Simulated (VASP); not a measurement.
Pt: single point with PBEsol

Crystal: Pt.

```xyz
1
Lattice="2.5868 0.0000 0.0000 0.0000 2.5868 0.0000 0.0000 0.0000 2.5868" Properties=species:S:1:pos:R:3 pbc="T T T"
Pt    0.0000    0.0000    0.0000
```

```
Program                : VASP 6.6.1
Task                   : single point
Functional             : PBEsol
Potentials or basis    : VASP PAW PBE potentials, release 64 (Pt)
Cutoff                 : 520 eV
k mesh                 : 22 × 22 × 22
Occupations            : gaussian, width 0.1 eV
Spin                   : no spin polarisation
Dipole correction      : no
Further INCAR settings : ALGO = Fast; EDIFF = 1e-07; NBANDS = 11
```

```yaml
Pressure: -0.4 GPa
Band_gap_on_the_k_mesh: zero (band 5 reaches 10.89 eV, above the bottom of band 6 at 7.56 eV)
```

Levels at points of the mesh, in eV from the Fermi level:
```csv
k point,band 1,band 2,band 3,band 4,band 5,band 6,band 7,band 8,band 9,band 10
"(0.00, 0.00, 0.00)",-8.84,-6.01,-6.01,0.35,0.35,0.35,15.37,15.37,15.37,21.23
"(0.50, 0.00, 0.00)",-6.13,-5.39,-1.96,-1.96,-0.73,0.57,4.67,16.49,19.69,21.38
"(0.50, 0.50, 0.00)",-6.19,-4.90,-1.53,-1.53,2.05,4.43,4.43,9.96,13.61,21.57
"(0.50, 0.50, 0.50)",-5.12,-5.12,-5.12,2.20,2.20,9.78,10.21,10.21,10.21,17.36
```

Run time: 48 s on 1 thread of Intel(R) Xeon(R) Platinum 8259CL CPU @ 2.50GHz (Skylake/Cascade Lake) (shared host), peak memory 0.18 GiB.

Caveat: the PAW data sets were made with another functional, which shifts forces and pressure a little; spin-orbit coupling is left out, which moves the levels of the heavy elements.
